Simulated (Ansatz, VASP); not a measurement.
# ZnTe2O3 in VASP and in Ansatz

The input INCAR:

```
ALGO = Normal ; EDIFF = 1E-7
EDIFFG = -0.04 ; ENCUT = 600
GGA = PE ; IBRION = 2
ISIF = 3 ; ISMEAR = 0
LASPH = True ; LCHARG = False
LREAL = False ; LWAVE = False
NELM = 100 ; NSW = 90
PREC = Accurate ; SIGMA = 0.1
```

The input KPOINTS:

```
k-points
0
Gamma
  6 6 4
```

The input POSCAR:

```
ZnTe2O3
1.0
    5.3594875700      0.0000000000      0.0000000000
   -2.6797437800      4.6414523800      0.0000000000
    0.0000000000      0.0000000000      4.2095423200
Zn Te O
1 2 3
Direct
    0.0000000000      0.0000000000      0.0000000000
    0.3333333300      0.6666666700      0.0000000000
    0.6666666700      0.3333333300      0.0000000000
    0.5000000000      0.0000000000      0.5000000000
    0.5000000000      0.5000000000      0.5000000000
    0.0000000000      0.5000000000      0.5000000000
```

Input for Ansatz:

```yaml
crystal:
  lattice:
    - [5.35948757, 0.0, 0.0]
    - [-2.67974378, 4.64145238, 0.0]
    - [0.0, 0.0, 4.20954232]
  atoms:
    - { symbol: Zn, position: [0.0, 0.0, 0.0] }
    - { symbol: Te, position: [0.33333333, 0.66666667, 0.0] }
    - { symbol: Te, position: [0.66666667, 0.33333333, 0.0] }
    - { symbol: O, position: [0.5, 0.0, 0.5] }
    - { symbol: O, position: [0.5, 0.5, 0.5] }
    - { symbol: O, position: [0.0, 0.5, 0.5] }
basis:
  ecutwfc: 420
kpoints:
  mp_grid: { grid: [6, 6, 4] }
hamiltonian:
  xc: pbe
scf:
  occupations: { method: gaussian, width: 0.1 }
  lower_state_search: "off"
output:
  forces: true
  stress: true
  eigenvalues: true
relax:
  adjacent_minimum: "off"
  f_tol: 0.04
  max_steps: 70
  cell: { stress_tol: 0.4 }
```

Change from the starting cell: species swapped into the LaGa3Pd2 type (P6/mmm, No. 191).

Alike in both runs: task relaxation of cell and atoms; functional PBE; k mesh 6 × 6 × 4; occupations gaussian, width 0.1 eV; no spin polarisation.

|  | VASP | Ansatz |
| --- | --- | --- |
| version | VASP 6.6.1 | Ansatz 0.2.0 |
| potentials or method | VASP PAW PBE potentials, release 64 (Zn, Te, O), cutoff 600 eV | scalar-relativistic, plane waves, PAW |
| valence electrons in the cell | 42 | 62 |

VASP gave:

* gap on the k mesh at the Fermi level, each at its own relaxed structure (eV): none
* relaxed volume (Å³/atom): 16.51
* relaxed length of the cell vector where the two differ most in proportion (Å): 5.904

Question: What did Ansatz give for the same quantities?

Answer: gap on the k mesh at the Fermi level, each at its own relaxed structure (eV): none; relaxed volume (Å³/atom): 16.62; relaxed length of the cell vector where the two differ most in proportion (Å): 5.918.

A gap of «none» marks a metal or a gap that the smearing closes. VASP's potentials hold 42 valence electrons a cell and Ansatz's 62, so a difference there can come from the potentials and not from the codes.

The k mesh is coarse, so the values compare programs but aren't converged. Neither program's run includes spin-orbit coupling.
